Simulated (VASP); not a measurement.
# BN (rocksalt type) (Fm-3m) in VASP: further runs

BN (rocksalt type) is run at these levels: LDA; tasks: single point, relaxation of cell and atoms.

Everything below comes from runs of VASP 6.6.1. Logs are shortened: lines on timing, memory, paths and dates and some standing lists are left out, and cuts for length are marked.

### 1 The cell of the first run

It takes space group Fm-3m (No. 225, cubic). Conventional cell: a = 3.459 Å, b = 3.459 Å, c = 3.459 Å, α = 90.00°, β = 90.00°, γ = 90.00°. B (site symmetry m-3m) has 6 N at 1.73 Å within 2.3 Å. N (site symmetry m-3m) has 6 B at 1.73 Å within 2.3 Å.

### 2 Single point, LDA

INCAR reads:

```
SYSTEM = BN
ALGO     = Normal         ! electronic algorithm
EDIFF    = 1E-6           ! SCF threshold, eV
ENCUT    = 520            ! plane-wave cutoff, eV
ISIF     = 2              ! what is computed and relaxed
ISMEAR   = -1             ! smearing method
LASPH    = .TRUE.         ! aspherical terms in the spheres
LCHARG   = .FALSE.        ! write CHGCAR
LREAL    = .FALSE.        ! projectors in reciprocal space
LWAVE    = .FALSE.        ! write WAVECAR
NBANDS   = 11             ! bands
NELM     = 60             ! most SCF steps
PREC     = Accurate       ! precision mode
SIGMA    = 0.05           ! smearing width, eV
```

KPOINTS reads:

```
k-points
0
G
  15 15 15
  0 0 0
```

POSCAR reads:

```
BN
1.0
    0.0000000000      1.7297045237      1.7297045237
    1.7297045237      0.0000000000      1.7297045237
    1.7297045237      1.7297045237      0.0000000000
B N
1 1
Direct
    0.0000000000      0.0000000000      0.0000000000
    0.5000000000      0.5000000000      0.5000000000
```

Potentials or basis: VASP PAW LDA potentials, release 64 (B, N).

Launch:

```bash
cat potpaw_LDA.64/B/POTCAR potpaw_LDA.64/N/POTCAR > POTCAR
mpirun -np 1 vasp_std > vasp.out
```

OUTCAR:

```text
SYSTEM = BN
   EDIFF = 1E-6
   ENCUT = 520
   ISIF = 2
   ISMEAR = -1
   LASPH = .TRUE.
   LREAL = .FALSE.
   NELM = 60
   PREC = Accurate

 ion  position               nearest neighbor table
   1  0.000  0.000  0.000-   2 1.73   2 1.73   2 1.73   2 1.73   2 1.73   2 1.73
   2  0.500  0.500  0.500-   1 1.73   1 1.73   1 1.73   1 1.73   1 1.73   1 1.73

  LATTYP: Found a face centered cubic cell.
 ALAT       =     3.4594090474

  Lattice vectors:

 A1 = (   0.0000000000,   1.7297045237,   1.7297045237)
 A2 = (   1.7297045237,   0.0000000000,   1.7297045237)
 A3 = (   1.7297045237,   1.7297045237,   0.0000000000)

Analysis of symmetry for initial positions (statically):
=====================================================================
 Subroutine PRICEL returns:
 Original cell was already a primitive cell.

 Routine SETGRP: Setting up the symmetry group for a
 face centered cubic supercell.

 Subroutine GETGRP returns: Found 48 space group operations
 (whereof 48 operations were pure point group operations)
 out of a pool of 48 trial point group operations.

The static configuration has the point symmetry O_h .

Analysis of symmetry for dynamics (positions and initial velocities):
=====================================================================
 Subroutine PRICEL returns:
 Original cell was already a primitive cell.

 Routine SETGRP: Setting up the symmetry group for a
 face centered cubic supercell.

 Subroutine GETGRP returns: Found 48 space group operations
 (whereof 48 operations were pure point group operations)
 out of a pool of 48 trial point group operations.

The dynamic configuration has the point symmetry O_h .

 Subroutine INISYM returns: Found 48 space group operations
 (whereof 48 operations are pure point group operations),
 and found     1 'primitive' translations

----------------------------------------------------------------------------------------

                                     Primitive cell

  volume of cell :      10.3501

  direct lattice vectors                    reciprocal lattice vectors
     0.000000000  1.729704524  1.729704524    -0.289066712  0.289066712  0.289066712
     1.729704524  0.000000000  1.729704524     0.289066712 -0.289066712  0.289066712
     1.729704524  1.729704524  0.000000000     0.289066712  0.289066712 -0.289066712

  length of vectors
     2.446171596  2.446171596  2.446171596     0.500678233  0.500678233  0.500678233

  position of ions in fractional coordinates (direct lattice)
     0.000000000  0.000000000  0.000000000
     0.500000000  0.500000000  0.500000000

  ion indices of the primitive-cell ions
   primitive index   ion index
                 1           1
                 2           2

----------------------------------------------------------------------------------------

 KPOINTS: k-points

Automatic generation of k-mesh.
 Grid dimensions read from file:
 generate k-points for:   15   15   15

 Generating k-lattice:

  Cartesian coordinates                     Fractional coordinates (reciprocal lattice)
    -0.019271114  0.019271114  0.019271114     0.066666667  0.000000000  0.000000000
     0.019271114 -0.019271114  0.019271114     0.000000000  0.066666667  0.000000000
     0.019271114  0.019271114 -0.019271114     0.000000000  0.000000000  0.066666667

  Length of vectors
     0.033378549  0.033378549  0.033378549

  Shift w.r.t. Gamma in fractional coordinates (k-lattice)
     0.000000000  0.000000000  0.000000000

 Subroutine IBZKPT returns following result:
 ===========================================

 Found    120 irreducible k-points:

 Following reciprocal coordinates:
            Coordinates               Weight
  0.000000  0.000000  0.000000      1.000000
  0.066667  0.000000  0.000000      8.000000
  0.133333  0.000000  0.000000      8.000000
  0.200000  0.000000  0.000000      8.000000
  0.266667  0.000000  0.000000      8.000000
  0.333333  0.000000  0.000000      8.000000
[... 16 lines left out ...]
  0.133333  0.133333  0.000000      6.000000
  0.200000  0.133333  0.000000     24.000000
 [... further k-points ...]
   k-points           NKPTS =    120   k-points in BZ     NKDIM =    120   number of bands    NBANDS=     11
   number of dos      NEDOS =    301   number of ions     NIONS =      2
   total plane-waves  NPLWV =   5832
   dimension x,y,z NGX =    18 NGY =   18 NGZ =   18
   dimension x,y,z NGXF=    36 NGYF=   36 NGZF=   36
   ions per type =               1   1
   NGX,Y,Z   is equivalent  to a cutoff of  12.23, 12.23, 12.23 a.u.
   NGXF,Y,Z  is equivalent  to a cutoff of  24.47, 24.47, 24.47 a.u.
 SYSTEM =  BN
   PREC   = accura    normal or accurate (medium, high low for compatibility)
   ISTART =      0    job   : 0-new  1-cont  2-samecut
   ICHARG =      2    charge: 1-file 2-atom 10-const
   ISPIN  =      1    spin polarized calculation?
   LNONCOLLINEAR =      F non collinear calculations
   LSORBIT =      F    spin-orbit coupling
   LASPH  =      T    aspherical Exc in radial PAW
   ENCUT  =  520.0 eV  38.22 Ry    6.18 a.u.   4.55  4.55  4.55*2*pi/ulx,y,z
   NELM   =     60;   NELMIN=  2; NELMDL= -5     # of ELM steps
   EDIFF  = 0.1E-05   stopping-criterion for ELM
   LREAL  =      F    real-space projection
   EDIFFG = 0.1E-04   stopping-criterion for IOM
   NSW    =      0    number of steps for IOM
   IBRION =     -1    ionic relax: 0-MD 1-quasi-New 2-CG
   NFREE  =      0    steps in history (QN), initial steepest desc. (CG)
   ISIF   =      2    stress and relaxation
   ISYM   =      2    0-nonsym 1-usesym 2-fastsym
   POTIM  = 0.5000    time-step for ionic-motion
   TEBEG  =    0.0;   TEEND  =   0.0 temperature during run
   PSTRESS=    0.0 pullay stress
   NELECT =       8.0000    total number of electrons
   NUPDOWN=      -1.0000    fix difference up-down
   EMIN   =  10.00;   EMAX   =-10.00  energy-range for DOS
   EFERMI =   0.00;   METHOD = LEGACY
   ISMEAR =    -1;   SIGMA  =   0.05  broadening in eV -4-tet -1-fermi 0-gaus
   EFERMI_NEDOS =   21; number of points for ismear=-14 and -15
   IALGO  =     38    algorithm
   IMIX   =      4    mixing-type and parameters
     AMIX     =   0.40;   BMIX     =  1.00
     AMIX_MAG =   1.60;   BMIX_MAG =  1.00
  volume/ion in A,a.u.               =       5.18        34.92
  Fermi-wavevector in a.u.,A,eV,Ry     =   1.502414  2.839150 30.711714  2.257247
  Thomas-Fermi vector in A             =   2.613658
   LORBIT       =      0    0 simple, 1 ext, 2 COOP (PROOUT), +10 PAW based schemes
   GGA     = CA    functional components
   LHFCALC =     F    Hartree Fock is set to
   AEXX    =    0.0000 exact exchange contribution
   IVDW    =     0    specifies the selected vdW correction
   LEPSILON=     F    determine dielectric tensor
   LRPA    =     F    only Hartree local field effects (RPA)
 non-spin polarized calculation
  energy-cutoff  :      520.00
  volume of cell :       10.35
 maximum number of plane-waves:       292
   NGX =  9   NGY =  9   NGZ =  9

 number of electron       7.9999999 magnetization

 Free energy of the ion-electron system (eV)
  ---------------------------------------------------
  ext. energy  EPLUGINS =         0.00000000
  ---------------------------------------------------
  free energy    TOTEN  =       -15.98858176 eV

  energy without entropy =      -15.98858176  energy(sigma->0) =      -15.98858176

 E-fermi :  11.7071     XC(G=0): -14.0547

 val. band max:       10.8554298479   @ k =  -0.2000   0.1333   0.0000
 cond. band min:      12.4813239200   @ k =   0.4667   0.4667   0.0000
 fundamental gap:      1.6258940721
 Fermi energy:        11.7070917871

 k-point     1 :       0.0000    0.0000    0.0000
  band No.  band energies     occupation
      1     -11.8923      2.00000
      2       9.9221      2.00000
      3       9.9221      2.00000
      4       9.9221      2.00000
      5      20.9235      0.00000
      6      23.0164      0.00000
      7      23.0164      0.00000
      8      23.0164      0.00000
      9      29.5683      0.00000
     10      29.5683      0.00000
     11      29.5683      0.00000

 k-point     2 :       0.0667    0.0000    0.0000
  band No.  band energies     occupation
      1     -11.7649      2.00000
      2       9.3805      2.00000
      3       9.9111      2.00000
      4       9.9111      2.00000
      5      21.0324      0.00000
      6      22.5691      0.00000
      7      22.5691      0.00000
      8      22.9564      0.00000
      9      29.0610      0.00000
     10      29.8943      0.00000
     11      29.8943      0.00000

 k-point     3 :       0.1333    0.0000    0.0000
  band No.  band energies     occupation
      1     -11.3847      2.00000
      2       7.9421      2.00000
      3       9.8885      2.00000
      4       9.8885      2.00000
      5      20.9661      0.00000
      6      21.4520      0.00000
      7      21.4520      0.00000
      8      23.0755      0.00000
      9      28.5651      0.00000
     10      30.8316      0.00000
     11      30.8316      0.00000

 k-point     4 :       0.2000    0.0000    0.0000
  band No.  band energies     occupation
      1     -10.7577      2.00000
      2       5.9701      2.00000
      3       9.8794      2.00000
      4       9.8794      2.00000
      5      20.0565      0.00000
      6      20.0565      0.00000
      7      20.4015      0.00000
      8      23.6054      0.00000
      9      28.7303      0.00000
     10      32.3144      0.00000
     11      32.3144      0.00000
[... 239 lines left out ...]
 k-point    22 :      -0.0667    0.0667    0.0000
  band No.  band energies     occupation
      1     -11.5531      2.00000
      2       8.8478      2.00000
      3       9.3043      2.00000
      4      10.1742      2.00000
      5      21.0578      0.00000
      6      21.4354      0.00000
      7      22.4834      0.00000
      8      22.9681      0.00000
      9      28.3688      0.00000
     10      30.0126      0.00000
     11      31.2025      0.00000

 k-point    23 :       0.1333    0.1333    0.0000
  band No.  band energies     occupation
      1     -11.2135      2.00000
      2       8.8418      2.00000
      3       8.8418      2.00000
      4       9.2431      2.00000
      5      19.0394      0.00000
      6      21.9527      0.00000
      7      23.1267      0.00000
      8      23.1267      0.00000
      9      25.9561      0.00000
     10      32.7001      0.00000
     11      32.7001      0.00000

 k-point    24 :       0.2000    0.1333    0.0000
  band No.  band energies     occupation
      1     -10.7501      2.00000
      2       7.4334      2.00000
      3       8.4295      2.00000
      4       9.4109      2.00000
      5      17.6784      0.00000
      6      22.0533      0.00000
      7      22.8597      0.00000
      8      23.3715      0.00000
      9      25.4297      0.00000
     10      34.0331      0.00000
     11      34.3178      0.00000

 [... further k-points ...]
[... 5 lines left out ...]
  --------------------------------------------------------------------------------------
  -------------------------------------------------------------------------------------
  Total        0.0542180      0.0542180      0.0542180     -0.0000000     -0.0000000      0.0000000
  in kB        8.3928258      8.3928258      8.3928258     -0.0000000     -0.0000000      0.0000000
  external PRESSURE =       8.3928258 kB  Pullay stress =       0.0000000 kB

 VOLUME and BASIS-vectors are now :
 -----------------------------------------------------------------------------
  energy-cutoff  :      520.00
  volume of cell :       10.35
      direct lattice vectors                 reciprocal lattice vectors
     0.000000000  1.729704524  1.729704524    -0.289066712  0.289066712  0.289066712
     1.729704524  0.000000000  1.729704524     0.289066712 -0.289066712  0.289066712
     1.729704524  1.729704524  0.000000000     0.289066712  0.289066712 -0.289066712

 POSITION                                       TOTAL-FORCE (eV/Angst)
 -----------------------------------------------------------------------------------
      0.00000      0.00000      0.00000         0.000000      0.000000      0.000000
      1.72970      1.72970      1.72970        -0.000000     -0.000000     -0.000000
 -----------------------------------------------------------------------------------
    total drift:                               -0.000000     -0.000000     -0.000000

  FREE ENERGIE OF THE ION-ELECTRON SYSTEM (eV)
  ---------------------------------------------------
  free  energy   TOTEN  =       -15.9885817631 eV

  energy  without entropy=      -15.9885817619  energy(sigma->0) =      -15.98858176
```

Run time: 18 s. Hardware: 1 thread of Intel Xeon 8259CL, shared host; peak memory 0.12 GiB.

What came out:

```
Free energy            : -15.9886 eV
Pressure               : 0.8 GPa
Band gap on the k mesh : 1.63 eV, indirect (least direct gap 5.89 eV)
```

A k mesh can miss the band edges. Expect the measured gap to be larger: semilocal functionals such as LDA lack the derivative discontinuity.

### 3 Relaxation of cell and atoms, LDA

This run uses another cell than the first one, of 10.00 Å³/atom, 1.932 times its volume.

INCAR reads:

```
PREC = Accurate
ENCUT = 600
EDIFF = 1E-6
ISMEAR = -1
SIGMA = 0.05
LREAL = F
LASPH = T
NELM = 100
ALGO = Normal
ISIF = 3
LWAVE = F
LCHARG = F
IBRION = 2
NSW = 60
EDIFFG = -0.005
```

KPOINTS reads:

```
Automatic mesh
0
Gamma
  15 15 15
```

POSCAR reads:

```
BN
1.0
    0.0000000000      2.1544346900      2.1544346900
    2.1544346900      0.0000000000      2.1544346900
    2.1544346900      2.1544346900      0.0000000000
B N
1 1
Direct
    0.0000000000      0.0000000000      0.0000000000
    0.5000000000      0.5000000000      0.5000000000
```

Potentials or basis: VASP PAW LDA potentials, release 64 (B, N).

Launch:

```bash
cat potpaw_LDA.64/B/POTCAR potpaw_LDA.64/N/POTCAR > POTCAR
mpirun -np 1 vasp_std > vasp.out
```

Run time: 2.4 min. Hardware: 1 thread of Intel Xeon 8259CL, shared host; peak memory 0.14 GiB.

The run converged. Its results:

```
Free energy                            : -16.0047 eV
Relaxed volume                         : 5.19 Å³/atom
Relaxed cell                           : a = 2.448 Å, b = 2.448 Å, c = 2.448 Å, α = 60.00°, β = 60.00°, γ = 60.00°
Space group after relaxing (to 0.05 Å) : Fm-3m (No. 225)
Energy gained by relaxing              : 1848.8 meV/atom
Ionic steps                            : 13
Pressure after relaxing                : 0.0 GPa
Band gap on the k mesh                 : 1.61 eV, indirect (least direct gap 5.88 eV)
```

The path:
| step | energy change (eV) | largest force (eV/Å) | pressure (GPa) | volume (Å³) |
| --- | --- | --- | --- | --- |
| 1 | 0.0000 | 0.0000 | -67.80 | 20.00 |
| 2 | -3.6862 | 0.0000 | 12.71 | 10.08 |
| 3 | -3.6976 | 0.0000 | 0.35 | 10.37 |
| 4 | -3.6950 | 0.0000 | -5.63 | 10.52 |
| 5 | -3.6954 | 0.0000 | -5.17 | 10.51 |
| 6 | -3.6964 | 0.0000 | -3.76 | 10.47 |
| 7 | -3.6965 | 0.0000 | -3.72 | 10.47 |
| 8 | -3.6966 | 0.0000 | -3.57 | 10.47 |
| 9 | -3.6967 | 0.0000 | -3.28 | 10.46 |
| 10 | -3.6970 | 0.0000 | -2.68 | 10.44 |
| 11 | -3.6974 | 0.0000 | -1.46 | 10.41 |
| 12 | -3.6975 | 0.0000 | 1.01 | 10.35 |
| 13 | -3.6976 | 0.0000 | -0.01 | 10.38 |

Final structure:
```xyz
2
Lattice="0.0000 1.7312 1.7312 1.7312 0.0000 1.7312 1.7312 1.7312 0.0000" Properties=species:S:1:pos:R:3 pbc="T T T"
B     0.0000    0.0000    0.0000
N     1.7312    1.7312    1.7312
```

Levels at points of the mesh, in eV from the valence-band top:
```
           k point  band 2  band 3  band 4  band 5  band 6  band 7
(0.00, 0.00, 0.00)   -0.93   -0.93   -0.93   10.02   12.14   12.14
```

Caveat: the volume moved by over 15 % at a fixed basis, so the end points are rough. A k mesh can miss the band edges.
